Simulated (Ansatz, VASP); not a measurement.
**Two plane-wave programs on In3Sb2As**

```
In Sb As
1.0
     4.57829    0.00000    0.00000
    -2.28914    3.96491    0.00000
     0.00000    0.00000   22.58992
In Sb As
6 4 2
Direct
  0.66667 0.33333 0.17294
  0.66667 0.33333 0.50043
  0.66667 0.33333 0.82742
  0.33333 0.66667 0.00043
  0.33333 0.66667 0.32742
  0.33333 0.66667 0.67294
  0.66667 0.33333 0.62742
  0.66667 0.33333 0.95516
  0.33333 0.66667 0.12742
  0.33333 0.66667 0.45516
  0.66667 0.33333 0.29213
  0.33333 0.66667 0.79213
```

Alike in both runs: functional PBE; k mesh 12 × 12 × 2; occupations gaussian, width 0.01 eV; no spin polarisation.

Ansatz relaxed the structure, and its values are those at the end. VASP's run is a single point on that final structure, the one shown.

```csv
,VASP,Ansatz
version,VASP 6.6.1,Ansatz 0.2.0
potentials or method,"VASP PAW PBE potentials, release 64 (In_d, Sb, As), cutoff 520 eV","scalar-relativistic, plane waves, PAW"
valence electrons in the cell,108,168
```

|  | VASP | Ansatz | Ansatz less VASP |
| --- | --- | --- | --- |
| gap on the k mesh at the Fermi level (eV) | none | none | - |
| pressure (GPa) | 0.0 | 0.0 | 0.00 |

A gap of «none» marks a metal or a gap that the smearing closes. VASP's potentials hold 108 valence electrons a cell and Ansatz's 168, so a difference there can come from the potentials and not from the codes.

Spin-orbit coupling is off throughout.
